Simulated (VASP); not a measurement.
Set up this calculation in VASP 6.6.1, as the native input.

- Task: single point
- Functional: PBE
- Potentials or basis: VASP PAW PBE potentials, release 64 (Be)
- Cutoff: 520 eV
- k mesh: 24 × 24 × 14
- Occupations: gaussian, width 0.15 eV
- Spin: no spin polarisation
- Dipole correction: no
- Further INCAR settings: ALGO = Fast; EDIFF = 1e-07; NBANDS = 9

The structure of Be lies in POSCAR:

```
Be
1.0
    2.2995019849      0.0000000000      0.0000000000
   -1.1497509925      1.9914271350      0.0000000000
    0.0000000000      0.0000000000      3.6009000000
Be
2
Direct
    0.2580104669      0.5160209339      0.1666874948
    0.6666666667      0.3333333333      0.7500000000
```

This cell differs from its parent crystal: atom 1 (Be) moved by (-0.300, -0.300) A along y and z.

The input as run:

INCAR

```
  PREC = Accurate
  ENCUT = 520
  EDIFF = 1E-7
  ISMEAR = 0
  SIGMA = 0.15
  LREAL = F
  LASPH = T
  NELM = 80
  ALGO = Fast
  ISIF = 2
  LWAVE = F
  LCHARG = F
  GGA = PE
  NBANDS = 9
```

KPOINTS

```
regular mesh
0
Gamma
  24 24 14
```

Potentials or basis: VASP PAW PBE potentials, release 64 (Be).

Command:

```bash
$ cat potpaw_PBE.64/Be/POTCAR > POTCAR
$ mpirun -np 1 vasp_std > vasp.out
```

Results of the run:

* Pressure: 4.3 GPa
* Largest force: 2.729 eV/Å
* Band gap on the k mesh: zero (band 2 reaches 7.77 eV, above the bottom of band 3 at 5.58 eV)

Caveat: the cell differs from its parent crystal (atom 1 (Be) moved by (-0.300, -0.300) A along y and z); forces of over 1 eV/Å act on the atoms, so gaps and moduli don't describe the material at rest.

It took 100 s on 1 thread of Intel(R) Xeon(R) 6975P-C (Granite Rapids), with other jobs on the host, peak memory 0.35 GiB.
